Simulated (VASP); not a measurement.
# NiMoIrPdW: single point with PBE+D3(BJ)

Crystal: NiMoIrPdW.

```
Ni Mo Pd Ir W
1.0
     4.07504    0.00000    0.00000
    -2.03752    3.52909    0.00000
     0.00000    0.00000    5.41372
Ni Mo Pd Ir W
1 1 1 1 1
Direct
  0.00000 0.00000 0.95814
  0.66667 0.33333 0.96098
  0.66667 0.33333 0.46280
  0.33333 0.66667 0.72432
  0.33333 0.66667 0.23821
```

| Quantity | Value |
| --- | --- |
| Program | VASP 6.6.1 |
| Task | single point |
| Functional | PBE |
| Dispersion | D3(BJ) |
| Potentials or basis | VASP PAW PBE potentials, release 64 (Ni, Mo_sv, Pd, Ir, W_sv) |
| Cutoff | 520 eV |
| k mesh | 5 × 5 × 3 |
| Occupations | fermi-dirac, width 0.05 eV |
| Spin | collinear spin, ferromagnetic start |
| Starting moments | [1.0, 1.0, 0.0, 0.6, 0.0] μB |

The pressure is 0.2 GPa and the largest force is 0.013 eV/Å. The net moment is 0.00 μB per cell, the valence electrons inside the program's atomic spheres are Ni 9.51; Mo 12.62; Pd 9.65; Ir 8.38; W 11.91 and the dispersion energy per atom is -0.602 eV.

Forces on the atoms (eV/Å):
```
Ni   0.000  0.000 -0.002
Mo   0.000  0.000 -0.007
Pd   0.000  0.000  0.003
Ir   0.000  0.000  0.013
W    0.000  0.000 -0.007
```

Levels at points of the mesh, in eV from the Fermi level:
Spin up:
```csv
k point,band 26,band 27,band 28,band 29,band 30,band 31
"(0.00, 0.00, 0.00)",-1.00,-0.78,-0.78,0.89,0.89,1.88
```
Spin down:
| k point | band 24 | band 25 | band 26 | band 27 | band 28 | band 29 | band 30 | band 31 | band 32 | band 33 |
| --- | --- | --- | --- | --- | --- | --- | --- | --- | --- | --- |
| (0.00, 0.00, 0.00) | -1.76 | -1.76 | -1.00 | -0.78 | -0.78 | 0.89 | 0.89 | 1.88 | 1.88 | 3.15 |

Wall time 93 s on 1 thread of Intel(R) Xeon(R) Platinum 8259CL CPU @ 2.50GHz (Skylake/Cascade Lake) (shared host), peak memory 0.27 GiB.

Caveat: the k points lie up to 0.39 Å⁻¹ apart; spin-orbit coupling is left out, which moves the levels of the heavy elements.
